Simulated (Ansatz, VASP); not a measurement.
InHgSe: VASP beside Ansatz

```
In Hg Se
1.0
     3.12729   -3.13034    0.00000
     3.12729    3.13034    0.00000
     0.00000    0.00000    5.20507
In Hg Se
1 1 1
Direct
  0.00000 0.00000 0.50000
  0.50000 0.50000 0.50000
  0.50000 0.50000 0.00000
```

Alike in both runs: functional PBE; k mesh 10 × 10 × 10; occupations gaussian, width 0.1 eV; no spin polarisation.

Ansatz relaxed the structure, and its values are those at the end. VASP's run is a single point on that final structure, the one shown.

|  | VASP | Ansatz |
| --- | --- | --- |
| version | VASP 6.6.1 | Ansatz 0.2.0 |
| potentials or method | VASP PAW PBE potentials, release 64 (In_d, Hg, Se), cutoff 520 eV | scalar-relativistic, plane waves, PAW |
| valence electrons in the cell | 31 | 49 |

|  | VASP | Ansatz | Ansatz less VASP |
| --- | --- | --- | --- |
| gap on the k mesh at the Fermi level (eV) | none | none | - |
| pressure (GPa) | 0.1 | 0.0 | -0.11 |

A gap of «none» marks a metal or a gap that the smearing closes. VASP's potentials hold 31 valence electrons a cell and Ansatz's 49, so a difference there can come from the potentials and not from the codes.

Neither program's run includes spin-orbit coupling.
